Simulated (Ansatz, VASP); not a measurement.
Y2SiSe in VASP and in Ansatz

```xyz
4
Lattice="5.1793 0.0000 0.0000 0.0000 5.1793 0.0000 0.0000 0.0000 3.5127" Properties=species:S:1:pos:R:3 pbc="T T T"
Y     2.5897    0.0000    3.1591
Y     0.0000    2.5897    3.1591
Si    2.5897    2.5897    1.6093
Se    0.0000    0.0000    0.9370
```

Alike in both runs: functional PBE; k mesh 4 × 4 × 6; occupations gaussian, width 0.1 eV; no spin polarisation.

Ansatz relaxed the structure, and its values are those at the end. VASP's run is a single point on that final structure, the one shown.

```csv
,VASP,Ansatz
version,VASP 6.6.1,Ansatz 0.2.0
potentials or method,"VASP PAW PBE potentials, release 64 (Y_sv, Si, Se), cutoff 520 eV","scalar-relativistic, plane waves, PAW"
valence electrons in the cell,32,42
```

```tsv
	VASP	Ansatz	Ansatz less VASP
gap on the k mesh at the Fermi level (eV)	none	none	-
pressure (GPa)	-0.1	-0.1	+0.03
rms of the force components (eV/Å)	0.009	0.009	-0.0004
```

A gap of «none» marks a metal or a gap that the smearing closes. The functional is the same, so the differences come from potentials, cutoffs and numerics. VASP's potentials hold 32 valence electrons a cell and Ansatz's 42, so a difference there can come from the potentials and not from the codes.
